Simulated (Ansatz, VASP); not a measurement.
## Two plane-wave programs on KI

```
K I
1.0
     0.00000    3.66553    3.80651
     3.66553    0.00000    3.80651
     3.66553    3.66553    0.00000
K I
1 1
Direct
  0.00000 0.00000 0.00000
  0.50000 0.50000 0.50000
```

Change from the starting cell: strain +0.040 along x and y, +0.080 along z, atoms carried along.

Alike in both runs: task single point; functional PBEsol; k mesh 6 × 6 × 6; occupations gaussian, width 0.05 eV; no spin polarisation.

|  | VASP | Ansatz |
| --- | --- | --- |
| version | VASP 6.6.1 | Ansatz 0.2.0 |
| potentials or method | VASP PAW PBE potentials, release 64 (K_sv, I), cutoff 520 eV | scalar-relativistic, plane waves, PAW |
| valence electrons in the cell | 16 | 26 |

```tsv
	VASP	Ansatz	Ansatz less VASP
gap on the k mesh at the Fermi level (eV)	3.53	3.54	+0.003
least direct gap on the mesh (eV)	3.53	3.54	+0.003
pressure (GPa)	-1.3	-1.3	-0.01
traceless stress, the component that is largest in VASP (GPa)	-0.18	-0.18	+0.005
```

VASP's potentials were made for PBE, not for PBEsol. The functional is the same, so the differences come from potentials, cutoffs and numerics. VASP's potentials hold 16 valence electrons a cell and Ansatz's 26, so a difference there can come from the potentials and not from the codes.

Spin-orbit coupling is off throughout.
